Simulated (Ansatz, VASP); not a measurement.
**AlClF2 in VASP and in Ansatz**

```xyz
8
Lattice="4.3006 0.0000 0.0000 -2.1503 3.7244 0.0000 0.0000 0.0000 12.6011" Properties=species:S:1:pos:R:3 pbc="T T T"
Al    0.0000    0.0000    3.1503
Al    0.0000    0.0000    9.4508
Cl    0.0000    2.4829    9.4508
Cl    2.1503    1.2415    3.1503
F     0.0000    0.0000   11.0974
F     0.0000    0.0000    4.7969
F     0.0000    0.0000    1.5037
F     0.0000    0.0000    7.8043
```

Alike in both runs: task relaxation of cell and atoms; functional PBE; k mesh 6 × 6 × 2; occupations gaussian, width 0.02 eV; no spin polarisation.

|  | VASP | Ansatz |
| --- | --- | --- |
| version | VASP 6.6.1 | Ansatz 0.2.0 |
| potentials or method | VASP PAW PBE potentials, release 64 (Al, Cl, F), cutoff 600 eV | scalar-relativistic, plane waves, PAW |
| valence electrons in the cell | 48 | 48 |

```tsv
	VASP	Ansatz	Ansatz less VASP
gap on the k mesh at the Fermi level, each at its own relaxed structure (eV)	4.12	4.14	+0.024
relaxed volume (Å³/atom)	25.41	26.54	+1.130
relaxed length of the cell vector where the two differ most in proportion (Å)	12.773	13.255	+0.4825
```

Ansatz's warnings: xc potential rough in thin density.
